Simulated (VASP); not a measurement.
SnTe, 2 atoms in the cell. Symmetry: R-3m, No. 166, trigonal system. Conventional cell: a = 4.533 Å, b = 4.533 Å, c = 10.988 Å, α = 90.00°, β = 90.00°, γ = 120.00°. Sn (site symmetry -3m) has 6 Te at 3.19 Å within 4.2 Å. Within 4.2 Å of Te (site symmetry -3m) lie 6 Sn at 3.19 Å.  This cell differs from its parent crystal: epitaxial 111 strain +0.5%.

```yaml
Program: VASP 6.6.1
Task: single point
Functional: PBE
Potentials_or_basis: VASP PAW PBE potentials, release 64 (Sn_d, Te)
Cutoff: 520 eV
k_mesh: 8 × 8 × 8
Occupations: fermi-dirac, width 0.02 eV
Spin: no spin polarisation
Dipole_correction: no
Further_INCAR_settings: ALGO = Normal; EDIFF = 1e-06; NBANDS = 17
```

Potentials or basis: VASP PAW PBE potentials, release 64 (Sn_d, Te).

Launch:

```console
$ cat potpaw_PBE.64/Sn_d/POTCAR potpaw_PBE.64/Te/POTCAR > POTCAR
$ mpirun -np 1 vasp_std > vasp.out
```

Hardware: 1 thread of AMD EPYC 7R43 64-Core Processor (Zen 3), on a shared host.

**Question.** Estimate the wall time of this run.

**Answer.** Run time: 70 s on 1 thread of AMD EPYC 7R43 64-Core Processor (Zen 3) (shared host), peak memory 0.21 GiB. Counts: scf iterations 12, k points 65.
